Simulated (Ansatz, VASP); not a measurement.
## PbC2S2N2 in VASP and in Ansatz

File INCAR:

```
ALGO = Normal ; EDIFF = 1E-7
ENCUT = 520 ; GGA = PE
GGA_COMPAT = F ; ISIF = 2
ISMEAR = 0 ; LASPH = T
LCHARG = F ; LNONCOLLINEAR = T
LORBIT = 11 ; LORBMOM = T
LREAL = F ; LSORBIT = T
LWAVE = F ; MAGMOM = 0 0 0 0 0 0 0 0 0 0 0 0 0 0 0 0 0 0 0 0 0
NBANDS = 61 ; NELM = 150
PREC = Accurate ; SIGMA = 0.01
```

Contents of KPOINTS:

```
k-points
0
Gamma
  1 1 1
```

The input POSCAR:

```
PbC2S2N2
1.0
    9.0300000000      0.0000000000      0.0000000000
    0.0000000000     11.3400000000      0.0000000000
    0.0000000000      0.0000000000     17.5000000000
Pb N C S
1 2 2 2
Direct
    0.5015658900      0.6032389800      0.4999142900
    0.4995005500      0.4711384500      0.5910902900
    0.4995005500      0.4711384500      0.4087382900
    0.4990210400      0.4404788400      0.6566880000
    0.4990210400      0.4404788400      0.3431405700
    0.4983388700      0.3968254000      0.7426857100
    0.4983388700      0.3968254000      0.2571428600
```

Input for Ansatz:

```yaml
crystal:
  lattice:
    - [9.03, 0.0, 0.0]
    - [0.0, 11.34, 0.0]
    - [0.0, 0.0, 17.5]
  atoms:
    - { symbol: Pb, position: [0.50156589, 0.60323898, 0.49991429] }
    - { symbol: "N", position: [0.49950055, 0.47113845, 0.59109029] }
    - { symbol: C, position: [0.49902104, 0.44047884, 0.656688] }
    - { symbol: S, position: [0.49833887, 0.3968254, 0.74268571] }
    - { symbol: "N", position: [0.49950055, 0.47113845, 0.40873829] }
    - { symbol: C, position: [0.49902104, 0.44047884, 0.34314057] }
    - { symbol: S, position: [0.49833887, 0.3968254, 0.25714286] }
basis:
  ecutwfc: 420
  ecutrho_ratio: 4
kpoints:
  mp_grid: { grid: [1, 1, 1] }
hamiltonian:
  xc: pbe
scf:
  occupations: { method: gaussian, width: 0.01 }
output:
  forces: true
  eigenvalues: true
  populations: true
  write_density: true
  write_potential: true
  elf: true
  volumetric_format: npy
magnetization:
  noncollinear: true
  spin_orbit: true
```

Alike in both runs: task single point; functional PBE; k mesh 1 × 1 × 1; occupations gaussian, width 0.01 eV; non-collinear spin, spin-orbit coupling.

```csv
,VASP,Ansatz
version,VASP 6.6.1,Ansatz 0.2.0
potentials or method,"VASP PAW PBE potentials, release 64 (Pb_d, N, C, S), cutoff 520 eV","plane waves, PAW"
valence electrons in the cell,44,44
```

```csv
,VASP,Ansatz,Ansatz less VASP
rms of the force components (eV/Å),0.344,0.230,-0.1139
net moment per atom (μB),0.00,0.00,0.000
```

Ansatz's warnings: xc potential rough in thin density.

Noted on VASP's run: the standard files for N, O and F lose accuracy on very short bonds.
